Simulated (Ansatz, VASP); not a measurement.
One calculation of BP, two programs

File INCAR:

```
SYSTEM = BP
PREC = Accurate
ENCUT = 500
EDIFF = 1E-7
ISMEAR = 0
SIGMA = 0.02
LREAL = .FALSE.
LASPH = .TRUE.
NELM = 120
ALGO = Normal
ISIF = 3
LWAVE = .FALSE.
LCHARG = .FALSE.
IBRION = 2
NSW = 100
EDIFFG = -0.002
GGA_COMPAT = .FALSE.
NELMIN = 4
```

File KPOINTS:

```
Automatic mesh
0
G
  10 10 10
  0 0 0
```

The input POSCAR:

```
BP
1.0
    0.0000000000      2.2600000000      2.2600000000
    2.2600000000      0.0000000000      2.2600000000
    2.2600000000      2.2600000000      0.0000000000
B P
1 1
Direct
    0.0000000000      0.0000000000      0.0000000000
    0.2500000000      0.2500000000      0.2500000000
```

Input for Ansatz:

```yaml
crystal:
  lattice:
    - [0.0, 2.26, 2.26]
    - [2.26, 0.0, 2.26]
    - [2.26, 2.26, 0.0]
  atoms:
    - { symbol: B, position: [0.0, 0.0, 0.0] }
    - { symbol: P, position: [0.25, 0.25, 0.25] }
basis:
  ecutwfc: 420
kpoints:
  mp_grid: { grid: [10, 10, 10] }
hamiltonian:
  xc: lda
  pseudopotentials: { kind: paw, azcp: { folder: soft_1 } }
scf:
  occupations: { method: gaussian, width: 0.02 }
output:
  forces: true
  stress: true
  eigenvalues: true
relax:
  adjacent_minimum: "off"
  f_tol: 0.002
  max_steps: 80
  cell: { stress_tol: 0.02 }
```

Alike in both runs: task relaxation of cell and atoms; functional LDA; k mesh 10 × 10 × 10; occupations gaussian, width 0.02 eV; no spin polarisation.

|  | VASP | Ansatz |
| --- | --- | --- |
| version | VASP 6.6.1 | Ansatz 0.2.0 |
| potentials or method | VASP PAW LDA potentials, release 64 (B, P), cutoff 500 eV | scalar-relativistic, plane waves, PAW |
| valence electrons in the cell | 8 | 8 |

|  | VASP | Ansatz | Ansatz less VASP |
| --- | --- | --- | --- |
| gap on the k mesh at the Fermi level, each at its own relaxed structure (eV) | 1.15 | 1.15 | 0.000 |
| relaxed volume (Å³/atom) | 11.31 | 11.32 | +0.009 |
| relaxed cell length with the largest relative difference (Å) | 3.175 | 3.175 | +0.0008 |

Ansatz warns that its potentials were made for another functional, while VASP's fit it. LDA's correlation is that of Perdew and Zunger in VASP and of Perdew and Wang (1992) in Ansatz.
